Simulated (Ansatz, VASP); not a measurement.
# ScTa3F: VASP beside Ansatz

```
Sc Ta F
1.0
     4.80346    0.00000    0.00000
    -2.40173    4.15992    0.00000
     0.00000    0.00000    5.21597
Sc Ta F
1 3 1
Direct
  0.33333 0.66667 0.50000
  0.00000 0.00000 0.72913
  0.00000 0.00000 0.27087
  0.66667 0.33333 0.50000
  0.66667 0.33333 0.00000
```

Change from the starting cell: species swapped into the GaNi3As type (P-6m2, No. 187).

Alike in both runs: functional PBE; k mesh 12 × 12 × 8; occupations gaussian, width 0.1 eV; no spin polarisation.

Ansatz relaxed the structure, and its values are those at the end. VASP's run is a single point on that final structure, the one shown.

|  | VASP | Ansatz |
| --- | --- | --- |
| version | VASP 6.6.1 | Ansatz 0.2.0 |
| potentials or method | VASP PAW PBE potentials, release 64 (Sc_sv, Ta_pv, F), cutoff 520 eV | scalar-relativistic, plane waves, PAW |
| valence electrons in the cell | 51 | 57 |

|  | VASP | Ansatz | Ansatz less VASP |
| --- | --- | --- | --- |
| gap on the k mesh at the Fermi level (eV) | none | none | - |
| pressure (GPa) | 0.1 | 0.0 | -0.07 |
| rms of the force components (eV/Å) | 0.022 | 0.001 | -0.0207 |

A gap of «none» marks a metal or a gap that the smearing closes. With one functional, cell and mesh, what is left measures potentials, basis and numerics. VASP's potentials hold 51 valence electrons a cell and Ansatz's 57, so a difference there can come from the potentials and not from the codes.

Neither program's run includes spin-orbit coupling.
